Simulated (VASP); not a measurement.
Write the native input for VASP 6.6.1 that does the following.

| Property | Result |
| --- | --- |
| Task | single point |
| Functional | PBE |
| Potentials or basis | VASP PAW PBE potentials, release 64 (P) |
| Cutoff | 520 eV |
| k mesh | 8 × 1 × 6 |
| Occupations | gaussian, width 0.02 eV |
| Spin | no spin polarisation |
| Dipole correction | no |
| Further INCAR settings | ALGO = Normal; EDIFF = 1e-07; NBANDS = 18 |

The structure of P lies in POSCAR:

```
P
1.0
    3.3121472586      0.0000000000      0.0000000000
    0.0000000000     34.9947769012      0.0000000000
    0.0000000000      0.0000000000      4.5654448652
P
4
Direct
    0.0000000000      0.9697950633      0.5869897909
    0.0000000000      0.0302049367      0.4130102091
    0.5000000000      0.0302049367      0.0869897909
    0.5000000000      0.9697950633      0.9130102091
```

This cell differs from its parent crystal: uniaxial strain along c: -1.5 %, then relaxed in part.

The input as run:

INCAR

```
SYSTEM = P
PREC = Accurate ; ENCUT = 520
EDIFF = 1E-7 ; ISMEAR = 0
SIGMA = 0.02 ; LREAL = .FALSE.
LASPH = .TRUE. ; NELM = 100
ALGO = Normal ; ISIF = 2
LWAVE = .FALSE. ; LCHARG = .FALSE.
GGA = PE ; NBANDS = 18
```

KPOINTS

```
Automatic mesh
0
G
  8 1 6
  0 0 0
```

Potentials or basis: VASP PAW PBE potentials, release 64 (P).

Launch:

```bash
$ cat potpaw_PBE.64/P/POTCAR > POTCAR
$ mpirun -np 1 vasp_std > vasp.out
```

It gave:

```yaml
Largest_force: 0.050 eV/Å
Band_gap_on_the_k_mesh: 0.88 eV
```

Caveat: the cell differs from its parent crystal (uniaxial strain along c: -1.5 %, then relaxed in part); there is no dipole correction, which matters where the two faces differ.

It took 4.2 min on 1 thread of Intel(R) Xeon(R) Platinum 8488C (Sapphire Rapids) (shared host), peak memory 0.63 GiB.
